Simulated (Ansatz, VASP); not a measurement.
One calculation of Si3Ge, two programs

```
Si Ge
1.0
     2.71181    0.00000    0.00000
    -1.35590    2.34850    0.00000
     0.00000    0.00000   10.18619
Si Ge
3 1
Direct
  0.00000 0.00000 0.00000
  0.00000 0.00000 0.25000
  0.00000 0.00000 0.75000
  0.00000 0.00000 0.50000
```

Alike in both runs: task relaxation of cell and atoms; functional PBE; k mesh 6 × 6 × 2; occupations gaussian, width 0.1 eV; no spin polarisation.

|  | VASP | Ansatz |
| --- | --- | --- |
| version | VASP 6.6.1 | Ansatz 0.2.0 |
| potentials or method | VASP PAW PBE potentials, release 64 (Si, Ge_d), cutoff 500 eV | scalar-relativistic, plane waves, PAW |
| valence electrons in the cell | 26 | 26 |

```csv
,VASP,Ansatz,Ansatz less VASP
"gap on the k mesh at the Fermi level, each at its own relaxed structure (eV)",none,none,-
relaxed volume (Å³/atom),16.28,16.47,+0.190
relaxed cell length with the largest relative difference (Å),2.652,2.664,+0.0114
```

A gap of «none» marks a metal or a gap that the smearing closes.

The k mesh is coarse, so the values compare programs but aren't converged. Noted on VASP's run: too few bands were computed for a metal, which touches its energy and stress.
